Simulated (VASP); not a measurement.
Here is a VASP 6.6.1 calculation.

Contents of INCAR:

```
PREC     = Accurate       # precision mode
ENCUT    = 520            # plane-wave cutoff, eV
EDIFF    = 1E-6           # SCF threshold, eV
ISMEAR   = 0              # smearing method
SIGMA    = 0.02           # smearing width, eV
LREAL    = False          # projectors in reciprocal space
LASPH    = True           # aspherical terms in the spheres
NELM     = 60             # most SCF steps
ALGO     = Normal         # electronic algorithm
ISIF     = 2              # what is computed and relaxed
LWAVE    = False          # write WAVECAR
LCHARG   = False          # write CHGCAR
GGA      = PE             # functional
IVDW     = 12             # dispersion correction
NBANDS   = 45             # bands
```

The input KPOINTS:

```
regular mesh
0
Gamma
  6 6 8
```

The input POSCAR:

```
Si3N4
1.0
    7.2850271943      0.0000000000      0.0000000000
   -3.6425135971      6.3090186175      0.0000000000
    0.0000000000      0.0000000000      2.8023997071
Si N
6 8
Direct
    0.7580371084      0.1647071994      0.3256285714
    0.5933299090      0.7580371084      0.8256285714
    0.8352928006      0.5933299090      0.3256285714
    0.2419628916      0.8352928006      0.8256285714
    0.4066700910      0.2419628916      0.3256285714
    0.1647071994      0.4066700910      0.8256285714
    0.0212087857      0.3273473596      0.3256285714
    0.6938614261      0.0212087857      0.8256285714
    0.6726526404      0.6938614261      0.3256285714
    0.9787912143      0.6726526404      0.8256285714
    0.3061385739      0.9787912143      0.3256285714
    0.3273473596      0.3061385739      0.8256285714
    0.3333333333      0.6666666667     -0.1743714286
    0.6666666667      0.3333333333      0.3256285714
```

Potentials or basis: VASP PAW PBE potentials, release 64 (Si, N).

Run with:

```bash
$ cat potpaw_PBE.64/Si/POTCAR potpaw_PBE.64/N/POTCAR > POTCAR
$ mpirun -np 1 vasp_std > vasp.out
```

Task: What does it give for the pressure?

Result: 38.7 GPa.

Task: Estimate the band gap on the k mesh.

Result: 4.68 eV (least direct gap 4.91 eV).

Forces in eV/Å, atoms in the order of the input:
```
Si   0.006  0.008  0.000
Si  -0.004  0.009  0.000
Si  -0.010  0.001  0.000
Si  -0.006 -0.008  0.000
Si   0.004 -0.009  0.000
Si   0.010 -0.001  0.000
N   -0.001 -0.012  0.000
N    0.010 -0.007  0.000
N    0.011  0.006  0.000
N    0.001  0.012  0.000
N   -0.010  0.007  0.000
N   -0.011 -0.006  0.000
N    0.000  0.000  0.000
N    0.000  0.000  0.000
```

Caveat: the cell stands under pressure. A k mesh can miss the band edges.
